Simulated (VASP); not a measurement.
Input of a VASP 6.6.1 run:

Contents of INCAR:

```
SYSTEM = Ti
PREC = Accurate
ENCUT = 520
EDIFF = 1E-6
ISMEAR = 0
SIGMA = 0.15
LREAL = .False.
LASPH = .True.
NELM = 60
ALGO = Fast
ISIF = 2
LWAVE = .False.
LCHARG = .False.
GGA = PE
NBANDS = 19
```

The input KPOINTS:

```
Automatic mesh
0
Gamma
  18 18 10
  0 0 0
```

File POSCAR:

```
Ti
1.0
    3.0117133059      0.0000000000      0.0000000000
   -1.5058566529      2.6082202318      0.0000000000
    0.0000000000      0.0000000000      4.7668212338
Ti
2
Direct
    0.2950453264      0.6666666667      0.2500000000
    0.7049546736      0.3333333333      0.7500000000
```

Potentials or basis: VASP PAW PBE potentials, release 64 (Ti_sv).

Launch:

```console
$ cat potpaw_PBE.64/Ti_sv/POTCAR > POTCAR
$ mpirun -np 1 vasp_std > vasp.out
```

(1) Estimate the largest force.

(2) What does it give for the pressure?

(3) Predict the band gap on the k mesh.

Results:

(1) 0.309 eV/Å.

(2) -7.5 GPa.

(3) zero (bands 12 and 13 overlap by 1.01 eV).

Caveat: the cell differs from its parent crystal (atoms displaced along a vibrational mode, the cell strained); the cell stands under tension.
